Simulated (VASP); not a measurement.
# MoS2 (P-6m2) in VASP: notebook

The runs below take MoS2 through relaxation of cell and atoms, relaxation of shape and atoms at fixed volume, with PBE+D3(BJ).

Program: VASP 6.6.1. These are calculated values, not measurements. Logs are shortened: lines on timing, memory, paths and dates and some standing lists are left out, and cuts for length are marked.

### Step 1. The cell of the first run

Symmetry: P-6m2, No. 187, hexagonal system. Conventional cell: a = 3.148 Å, b = 3.148 Å, c = 6.685 Å, α = 90.00°, β = 90.00°, γ = 120.00°. Within 3.2 Å of Mo (site symmetry -6m2) lie 6 S at 2.40 Å and 6 Mo at 3.15 Å. S (site symmetry 3m) has 3 Mo at 2.40 Å and 7 S at 3.14 to 3.15 Å within 3.2 Å.

### Step 2. Relaxation of cell and atoms, PBE+D3(BJ)

The input, INCAR:

```
  PREC = Accurate
  ENCUT = 600
  EDIFF = 1E-6
  ISMEAR = 0
  SIGMA = 0.02
  LREAL = F
  LASPH = T
  NELM = 80
  ALGO = Normal
  ISIF = 3
  LWAVE = F
  LCHARG = F
  GGA = PE
  IVDW = 12
  IBRION = 2
  NSW = 100
  EDIFFG = -0.005
```

The input, KPOINTS:

```
Automatic mesh
0
Gamma
  12 12 4
```

The input, POSCAR:

```
MoS2
1.0
    3.1483971521      0.0000000000      0.0000000000
   -1.5741985761      2.7265919150      0.0000000000
    0.0000000000      0.0000000000      6.6850476480
Mo S
1 2
Direct
    0.0000000000      0.0000000000      0.0000000000
    0.3333333333      0.6666666667      0.2344789562
    0.3333333333      0.6666666667      0.7655210438
```

Potentials or basis: VASP PAW PBE potentials, release 64 (Mo_sv, S).

Command:

```bash
$ cat potpaw_PBE.64/Mo_sv/POTCAR potpaw_PBE.64/S/POTCAR > POTCAR
$ mpirun -np 1 vasp_std > vasp.out
```

OUTCAR:

```text
PREC = Accurate
   ENCUT = 600
   EDIFF = 1E-6
   ISMEAR = 0
   LREAL = F
   LASPH = T
   NELM = 80
   ISIF = 3
   GGA = PE
   IVDW = 12
   IBRION = 2
   NSW = 100
   EDIFFG = -0.005
 IVDW          = 12

 ion  position               nearest neighbor table
   1  0.000  0.000  0.000-   2 2.40   3 2.40   2 2.40   3 2.40   2 2.40   3 2.40
   2  0.333  0.667  0.234-   1 2.40   1 2.40   1 2.40
   3  0.333  0.667  0.766-   1 2.40   1 2.40   1 2.40

  LATTYP: Found a hexagonal cell.
 ALAT       =     3.1483971521
 C/A-ratio  =     2.1233177789

  Lattice vectors:

 A1 = (   3.1483971521,   0.0000000000,   0.0000000000)
 A2 = (  -1.5741985761,   2.7265919150,   0.0000000000)
 A3 = (   0.0000000000,   0.0000000000,   6.6850476480)

Analysis of symmetry for initial positions (statically):
=====================================================================
 Subroutine PRICEL returns:
 Original cell was already a primitive cell.

 Routine SETGRP: Setting up the symmetry group for a
 hexagonal supercell.

 Subroutine GETGRP returns: Found 12 space group operations
 (whereof 12 operations were pure point group operations)
 out of a pool of 24 trial point group operations.

The static configuration has the point symmetry D_3h.

Analysis of symmetry for dynamics (positions and initial velocities):
=====================================================================
 Subroutine PRICEL returns:
 Original cell was already a primitive cell.

 Routine SETGRP: Setting up the symmetry group for a
 hexagonal supercell.

 Subroutine GETGRP returns: Found 12 space group operations
 (whereof 12 operations were pure point group operations)
 out of a pool of 24 trial point group operations.

The dynamic configuration has the point symmetry D_3h.

 Subroutine INISYM returns: Found 12 space group operations
 (whereof 12 operations are pure point group operations),
 and found     1 'primitive' translations

----------------------------------------------------------------------------------------

                                     Primitive cell

  volume of cell :      57.3871

  direct lattice vectors                    reciprocal lattice vectors
     3.148397152  0.000000000  0.000000000     0.317621936  0.183379110  0.000000000
    -1.574198576  2.726591915  0.000000000     0.000000000  0.366758221  0.000000000
     0.000000000  0.000000000  6.685047648     0.000000000  0.000000000  0.149587565

  length of vectors
     3.148397152  3.148397152  6.685047648     0.366758221  0.366758221  0.149587565

  position of ions in fractional coordinates (direct lattice)
     0.000000000  0.000000000  0.000000000
     0.333333333  0.666666667  0.234478956
     0.333333333  0.666666667  0.765521044

  ion indices of the primitive-cell ions
   primitive index   ion index
                 1           1
                 2           2
                 3           3

----------------------------------------------------------------------------------------

 KPOINTS: Automatic mesh

Automatic generation of k-mesh.
 Grid dimensions read from file:
 generate k-points for:   12   12    4

 Generating k-lattice:

  Cartesian coordinates                     Fractional coordinates (reciprocal lattice)
     0.026468495  0.015281593  0.000000000     0.083333333  0.000000000  0.000000000
     0.000000000  0.030563185  0.000000000     0.000000000  0.083333333  0.000000000
     0.000000000  0.000000000  0.037396891     0.000000000  0.000000000  0.250000000

  Length of vectors
     0.030563185  0.030563185  0.037396891

  Shift w.r.t. Gamma in fractional coordinates (k-lattice)
     0.000000000  0.000000000  0.000000000

 Subroutine IBZKPT returns following result:
 ===========================================

 Found     57 irreducible k-points:

 Following reciprocal coordinates:
            Coordinates               Weight
  0.000000  0.000000  0.000000      1.000000
  0.083333 -0.000000  0.000000      6.000000
  0.166667 -0.000000  0.000000      6.000000
  0.250000 -0.000000  0.000000      6.000000
  0.333333  0.000000  0.000000      6.000000
  0.416667 -0.000000  0.000000      6.000000
[... 16 lines left out ...]
  0.250000 -0.000000  0.250000     12.000000
  0.333333  0.000000  0.250000     12.000000
 [... further k-points ...]
   k-points           NKPTS =     57   k-points in BZ     NKDIM =     57   number of bands    NBANDS=     17
   number of dos      NEDOS =    301   number of ions     NIONS =      3
   total plane-waves  NPLWV =  42336
   dimension x,y,z NGX =    28 NGY =   28 NGZ =   54
   dimension x,y,z NGXF=    56 NGYF=   56 NGZF=  108
   ions per type =               1   2
   NGX,Y,Z   is equivalent  to a cutoff of  14.78, 14.78, 13.43 a.u.
   NGXF,Y,Z  is equivalent  to a cutoff of  29.57, 29.57, 26.86 a.u.
 SYSTEM =  unknown system
   PREC   = accura    normal or accurate (medium, high low for compatibility)
   ISTART =      0    job   : 0-new  1-cont  2-samecut
   ICHARG =      2    charge: 1-file 2-atom 10-const
   ISPIN  =      1    spin polarized calculation?
   LNONCOLLINEAR =      F non collinear calculations
   LSORBIT =      F    spin-orbit coupling
   LASPH  =      T    aspherical Exc in radial PAW
   ENCUT  =  600.0 eV  44.10 Ry    6.64 a.u.   6.29  6.29 13.35*2*pi/ulx,y,z
   NELM   =     80;   NELMIN=  2; NELMDL= -5     # of ELM steps
   EDIFF  = 0.1E-05   stopping-criterion for ELM
   LREAL  =      F    real-space projection
   EDIFFG = -.5E-02   stopping-criterion for IOM
   NSW    =    100    number of steps for IOM
   IBRION =      2    ionic relax: 0-MD 1-quasi-New 2-CG
   NFREE  =      1    steps in history (QN), initial steepest desc. (CG)
   ISIF   =      3    stress and relaxation
   ISYM   =      2    0-nonsym 1-usesym 2-fastsym
   POTIM  = 0.5000    time-step for ionic-motion
   TEBEG  =    0.0;   TEEND  =   0.0 temperature during run
   PSTRESS=    0.0 pullay stress
   NELECT =      26.0000    total number of electrons
   NUPDOWN=      -1.0000    fix difference up-down
   EMIN   =  10.00;   EMAX   =-10.00  energy-range for DOS
   EFERMI =   0.00;   METHOD = LEGACY
   ISMEAR =     0;   SIGMA  =   0.02  broadening in eV -4-tet -1-fermi 0-gaus
   EFERMI_NEDOS =   21; number of points for ismear=-14 and -15
   IALGO  =     38    algorithm
   IMIX   =      4    mixing-type and parameters
     AMIX     =   0.40;   BMIX     =  1.00
     AMIX_MAG =   1.60;   BMIX_MAG =  1.00
  volume/ion in A,a.u.               =      19.13       129.09
  Fermi-wavevector in a.u.,A,eV,Ry     =   1.257365  2.376075 21.510345  1.580966
  Thomas-Fermi vector in A             =   2.391027
   LORBIT       =      0    0 simple, 1 ext, 2 COOP (PROOUT), +10 PAW based schemes
   GGA     = PE    functional components
   LHFCALC =     F    Hartree Fock is set to
   AEXX    =    0.0000 exact exchange contribution
   IVDW    =    12    specifies the selected vdW correction
   LEPSILON=     F    determine dielectric tensor
   LRPA    =     F    only Hartree local field effects (RPA)
 conjugate gradient relaxation of ions
 non-spin polarized calculation
 Gauss-broadening in eV      SIGMA  =   0.02
  energy-cutoff  :      600.00
  volume of cell :       57.39
 maximum number of plane-waves:      1971
 NGX is ok and might be reduce to    28
   NGX = 13   NGY = 13   NGZ = 27

--------------------------------------- Ionic step        1  -------------------------------------------

 number of electron      26.0000001 magnetization

 Free energy of the ion-electron system (eV)
  ---------------------------------------------------
  ext. energy  EPLUGINS =         0.00000000
  ---------------------------------------------------
  free energy    TOTEN  =       -21.80331082 eV

  energy without entropy =      -21.80331082  energy(sigma->0) =      -21.80331082

------------------------ aborting loop because EDIFF is reached ----------------------------------------

 Edisp (eV)   -1.18759

 E8    (eV) :    -0.4798

  FORCE on cell =-STRESS in cart. coord.  units (eV):
  Direction    XX          YY          ZZ          XY          YZ          ZX
  --------------------------------------------------------------------------------------
  -------------------------------------------------------------------------------------
  Total      -0.01256    -0.01256    -0.13822     0.00000    -0.00000     0.00000
  in kB      -0.35071    -0.35071    -3.85897     0.00000    -0.00000     0.00000
  external pressure =       -1.52 kB  Pullay stress =        0.00 kB
[... 100 lines left out ...]
  FREE ENERGIE OF THE ION-ELECTRON SYSTEM (eV)
  ---------------------------------------------------
  free  energy   TOTEN  =       -22.9909781405 eV

  energy  without entropy=      -22.9909781405  energy(sigma->0) =      -22.99097814

[... ionic steps 4 to 15 ...]

--------------------------------------- Ionic step       16  -------------------------------------------

 number of electron      25.9999999 magnetization

------------------------ aborting loop because EDIFF is reached ----------------------------------------

 Edisp (eV)   -1.19473

 E8    (eV) :    -0.4825
[... 71 lines left out ...]
  energy  without entropy=      -22.9913059829  energy(sigma->0) =      -22.99130598

--------------------------------------- Ionic step       18  -------------------------------------------

 number of electron      25.9999999 magnetization

 Free energy of the ion-electron system (eV)
  ---------------------------------------------------
  ext. energy  EPLUGINS =         0.00000000
  ---------------------------------------------------
  free energy    TOTEN  =       -21.79654450 eV

  energy without entropy =      -21.79654450  energy(sigma->0) =      -21.79654450

 E-fermi :   6.7084     XC(G=0): -10.3122

 val. band max:        6.5050248262   @ k =   0.0000   0.0000   0.5000
 cond. band min:       7.7170515487   @ k =   0.1667   0.1667   0.0000
 fundamental gap:      1.2120267225
 Fermi energy:         6.7084207038

 k-point     1 :       0.0000    0.0000    0.0000
  band No.  band energies     occupation
      1     -54.7496      2.00000
      2     -28.9173      2.00000
      3     -28.6693      2.00000
      4     -28.6693      2.00000
      5      -8.1764      2.00000
      6      -6.7145      2.00000
[... 9 lines left out ...]
     16       9.1088      0.00000
     17       9.1088      0.00000
[... 443 lines left out ...]
      1     -54.7172      2.00000
      2     -28.9814      2.00000
      3     -28.8542      2.00000
      4     -28.7411      2.00000
      5      -6.7500      2.00000
      6      -6.2375      2.00000
[... 9 lines left out ...]
     16       9.6388      0.00000
     17      10.2522      0.00000

 [... further k-points ...]

------------------------ aborting loop because EDIFF is reached ----------------------------------------

 Edisp (eV)   -1.19476

 E8    (eV) :    -0.4825

  FORCE on cell =-STRESS in cart. coord.  units (eV):
  Direction    XX          YY          ZZ          XY          YZ          ZX
  --------------------------------------------------------------------------------------
  -------------------------------------------------------------------------------------
  Total      -0.00190    -0.00190    -0.00644     0.00000     0.00000     0.00000
  in kB      -0.05329    -0.05329    -0.18092     0.00000     0.00000     0.00000
  external pressure =       -0.10 kB  Pullay stress =        0.00 kB
[... 18 lines left out ...]
  FREE ENERGIE OF THE ION-ELECTRON SYSTEM (eV)
  ---------------------------------------------------
  free  energy   TOTEN  =       -22.9913081592 eV

  energy  without entropy=      -22.9913081592  energy(sigma->0) =      -22.99130816

 reached required accuracy - stopping structural energy minimisation
```

It took 4.3 min on 1 thread of Intel Xeon 6975P-C (Granite Rapids), shared host; peak memory 0.26 GiB.

Results:

* Free energy: -22.9913 eV
* Relaxed volume: 19.00 Å³/atom
* Relaxed cell: a = 3.149 Å, b = 3.149 Å, c = 6.639 Å, α = 90.00°, β = 90.00°, γ = 120.00°
* Space group after relaxing (to 0.1 Å): P-6m2 (No. 187)
* Energy gained by relaxing: 0.1 meV/atom
* Ionic steps: 18
* Pressure after relaxing: 0.0 GPa
* Band gap on the k mesh: 1.21 eV (least direct gap 1.76 eV)
* Dispersion energy per atom: -0.398 eV

Forces on the atoms (eV/Å):
```
Mo   0.000  0.000  0.000
S    0.000  0.000 -0.003
S    0.000  0.000  0.003
```

The path:
```tsv
step	energy change (eV)	largest force (eV/Å)	pressure (GPa)	volume (Å³)
1	0.0000	0.0074	-0.15	57.39
2	0.0000	0.0673	0.27	57.24
3	-0.0001	0.0283	0.06	57.31
4	-0.0002	0.0262	-0.01	57.31
5	-0.0002	0.0231	-0.16	57.30
6	-0.0002	0.0246	-0.11	57.30
7	-0.0002	0.0205	-0.11	57.26
8	-0.0004	0.0094	-0.11	57.14
9	-0.0004	0.0130	-0.04	56.90
10	-0.0004	0.0033	-0.05	57.01
11	-0.0004	0.0013	-0.06	57.02
12	-0.0004	0.0076	0.05	56.99
13	-0.0004	0.0067	0.05	57.00
14	-0.0004	0.0045	0.03	57.00
15	-0.0004	0.0037	0.01	57.01
16	-0.0004	0.0042	0.00	57.01
17	-0.0004	0.0045	0.00	57.00
18	-0.0004	0.0028	-0.01	57.01
```

Final structure:
```
CELL_PARAMETERS angstrom
3.14877 0.00000 0.00000
-1.57438 2.72691 0.00000
0.00000 0.00000 6.63898
ATOMIC_POSITIONS crystal
Mo 0.00000 0.00000 0.00000
S 0.33333 0.66667 0.23592
S 0.33333 0.66667 0.76408
```

Levels at points of the mesh, in eV from the valence-band top:
| k point | band 11 | band 12 | band 13 | band 14 | band 15 | band 16 |
| --- | --- | --- | --- | --- | --- | --- |
| (0.00, 0.00, 0.00) | -1.87 | -1.49 | -0.94 | 2.45 | 2.45 | 2.60 |
| (0.50, 0.00, 0.00) | -1.98 | -1.38 | -1.30 | 1.93 | 2.33 | 3.85 |
| (0.00, 0.00, 0.50) | -1.89 | -1.89 | 0.00 | 2.38 | 2.38 | 2.70 |
| (0.50, 0.00, 0.50) | -2.83 | -1.30 | -0.87 | 1.95 | 2.53 | 3.18 |

### Step 3. Relaxation of shape and atoms at fixed volume, PBE+D3(BJ) (19.61 Å³/atom)

This run uses another cell than the first one, of 19.61 Å³/atom.

The input, INCAR:

```
ALGO = Normal
EDIFF = 1E-6
EDIFFG = -0.01
ENCUT = 600
GGA = PE
IBRION = 2
ISIF = 4
ISMEAR = 0
IVDW = 12
LASPH = T
LCHARG = F
LREAL = F
LWAVE = F
NELM = 100
NSW = 50
PREC = Accurate
SIGMA = 0.02
```

The input, KPOINTS:

```
k-points
0
Gamma
  12 12 4
```

The input, POSCAR:

```
MoS2
1.0
    3.1809114114      0.0000000000      0.0000000000
   -1.5904557057      2.7547500894      0.0000000000
    0.0000000000      0.0000000000      6.7133641949
Mo S
1 2
Direct
    0.0000000000      0.0000000000      0.0000000000
    0.3333333333      0.6666666667      0.2356692374
    0.3333333333      0.6666666667      0.7643307626
```

Potentials or basis: VASP PAW PBE potentials, release 64 (Mo_sv, S).

Command:

```bash
$ cat potpaw_PBE.64/Mo_sv/POTCAR potpaw_PBE.64/S/POTCAR > POTCAR
$ mpirun -np 1 vasp_std > vasp.out
```

OUTCAR:

```text
EDIFF = 1E-6
   EDIFFG = -0.01
   ENCUT = 600
   GGA = PE
   IBRION = 2
   ISIF = 4
   ISMEAR = 0
   IVDW = 12
   LASPH = T
   LREAL = F
   NELM = 100
   NSW = 50
   PREC = Accurate
 IVDW          = 12

 ion  position               nearest neighbor table
   1  0.000  0.000  0.000-   2 2.42   3 2.42   2 2.42   3 2.42   2 2.42   3 2.42
   2  0.333  0.667  0.236-   1 2.42   1 2.42   1 2.42
   3  0.333  0.667  0.764-   1 2.42   1 2.42   1 2.42

  LATTYP: Found a hexagonal cell.
 ALAT       =     3.1809114114
 C/A-ratio  =     2.1105159266

  Lattice vectors:

 A1 = (   3.1809114114,   0.0000000000,   0.0000000000)
 A2 = (  -1.5904557057,   2.7547500894,   0.0000000000)
 A3 = (   0.0000000000,   0.0000000000,   6.7133641949)

Analysis of symmetry for initial positions (statically):
=====================================================================
 Subroutine PRICEL returns:
 Original cell was already a primitive cell.

 Routine SETGRP: Setting up the symmetry group for a
[... 335 lines left out ...]

 number of electron      26.0000001 magnetization

 Free energy of the ion-electron system (eV)
  ---------------------------------------------------
  ext. energy  EPLUGINS =         0.00000000
  ---------------------------------------------------
  free energy    TOTEN  =       -21.82492548 eV

  energy without entropy =      -21.82492548  energy(sigma->0) =      -21.82492548

 E-fermi :   6.2691     XC(G=0): -10.1033

 val. band max:        6.0668571604   @ k =   0.0000   0.0000   0.5000
 cond. band min:       7.3920823520   @ k =   0.1667   0.1667   0.0000
 fundamental gap:      1.3252251917
 Fermi energy:         6.2690539024

 k-point     1 :       0.0000    0.0000    0.0000
  band No.  band energies     occupation
      1     -55.1368      2.00000
      2     -29.2952      2.00000
      3     -29.0621      2.00000
      4     -29.0621      2.00000
      5      -8.4926      2.00000
      6      -7.0782      2.00000
[... 457 lines left out ...]
      4     -29.1315      2.00000
      5      -7.1028      2.00000
      6      -6.5889      2.00000
[... 9 lines left out ...]
     16       9.2191      0.00000
     17       9.8514      0.00000

 [... further k-points ...]

------------------------ aborting loop because EDIFF is reached ----------------------------------------

 Edisp (eV)   -1.16091

 E8    (eV) :    -0.4697
[... 26 lines left out ...]
  FREE ENERGIE OF THE ION-ELECTRON SYSTEM (eV)
  ---------------------------------------------------
  free  energy   TOTEN  =       -22.9858358763 eV

  energy  without entropy=      -22.9858358763  energy(sigma->0) =      -22.98583588

 reached required accuracy - stopping structural energy minimisation
```

CONTCAR:

```text
MoS2
   1.00000000000000
     3.1597111933511743    0.0000000000000000    0.0000000000000000
    -1.5798555966755872    2.7363901620125106   -0.0000000000000000
     0.0000000000000000   -0.0000000000000000    6.8037536280681961
  Mo              S
     1     2
Direct
     0.0000000000000000    0.0000000000000000    0.0000000000000000
     0.3333333332999970    0.6666666667000030    0.2299807684244801
     0.3333333332999970    0.6666666667000030    0.7700192315755199

  0.00000000E+00  0.00000000E+00  0.00000000E+00
  0.00000000E+00  0.00000000E+00  0.00000000E+00
  0.00000000E+00  0.00000000E+00  0.00000000E+00
```

It took 1.9 min on 1 thread of Intel Xeon 6975P-C (Granite Rapids), shared host; peak memory 0.24 GiB.

Results:

```yaml
Free_energy: -22.9858 eV
Energy_gained_by_relaxing: 5.6 meV/atom
Ionic_steps: 5
Pressure_after_relaxing: -0.9 GPa
Largest_force_after_relaxing: 0.006 eV/Å
Band_gap_on_the_k_mesh: 1.33 eV (least direct gap 1.73 eV)
Dispersion_energy_per_atom: -0.387 eV
```

Forces in eV/Å, atoms in the order of the input:
```
Mo   0.000  0.000  0.000
S    0.000  0.000  0.006
S    0.000  0.000 -0.006
```

Step by step:
```
step  energy change (eV)  largest force (eV/Å)  pressure (GPa)  volume (Å³)
   1              0.0000                0.4707           -4.03        58.83
   2             -0.0104                0.0106           -2.09        58.83
   3             -0.0105                0.0334           -2.20        58.83
   4             -0.0152                0.0140           -1.58        58.83
   5             -0.0169                0.0057           -0.94        58.83
```

Final structure:
```
Mo S
1.0
     3.15971    0.00000    0.00000
    -1.57986    2.73639    0.00000
     0.00000    0.00000    6.80375
Mo S
1 2
Direct
  0.00000 0.00000 0.00000
  0.33333 0.66667 0.22998
  0.33333 0.66667 0.77002
```

Levels at points of the mesh, in eV from the valence-band top:
```csv
k point,band 9,band 10,band 11,band 12,band 13,band 14,band 15,band 16,band 17
"(0.00, 0.00, 0.00)",-2.96,-1.83,-1.83,-1.54,-0.78,2.48,2.48,2.66,2.66
"(0.50, 0.00, 0.00)",-4.64,-3.52,-1.99,-1.32,-1.18,1.96,2.39,3.83,4.07
"(0.00, 0.00, 0.50)",-2.95,-2.80,-1.84,-1.84,0.00,2.43,2.43,2.73,2.73
"(0.50, 0.00, 0.50)",-4.34,-3.54,-2.63,-1.27,-0.85,1.97,2.54,3.28,3.93
```

A k mesh can miss the band edges.

(Continued in part 2 of 2.)
